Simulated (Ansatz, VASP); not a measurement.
Two plane-wave programs on Ta5W

```
CELL_PARAMETERS angstrom
2.76193 0.00000 0.00000
0.00000 2.76193 0.00000
0.00000 0.00000 14.30227
ATOMIC_POSITIONS crystal
Ta 0.00000 0.00000 0.83108
Ta 0.50000 0.50000 0.00000
Ta 0.00000 0.00000 0.16892
Ta 0.50000 0.50000 0.33631
Ta 0.50000 0.50000 0.66369
W 0.00000 0.00000 0.50000
```

Alike in both runs: functional PBE; k mesh 14 × 14 × 4; occupations gaussian, width 0.1 eV; no spin polarisation.

Ansatz relaxed the structure, and its values are those at the end. VASP's run is a single point on that final structure, the one shown.

|  | VASP | Ansatz |
| --- | --- | --- |
| version | VASP 6.6.1 | Ansatz 0.2.0 |
| potentials or method | VASP PAW PBE potentials, release 64 (Ta_pv, W_sv), cutoff 520 eV | scalar-relativistic, plane waves, PAW |
| valence electrons in the cell | 69 | 79 |

VASP gave:

| Quantity | Value |
| --- | --- |
| gap on the k mesh at the Fermi level (eV) | none |
| pressure (GPa) | 0.1 |

Q: Estimate Ansatz's values.

A: gap on the k mesh at the Fermi level (eV): none; pressure (GPa): 0.0.

A gap of «none» marks a metal or a gap that the smearing closes. VASP's potentials hold 69 valence electrons a cell and Ansatz's 79, so a difference there can come from the potentials and not from the codes.

Neither program's run includes spin-orbit coupling.
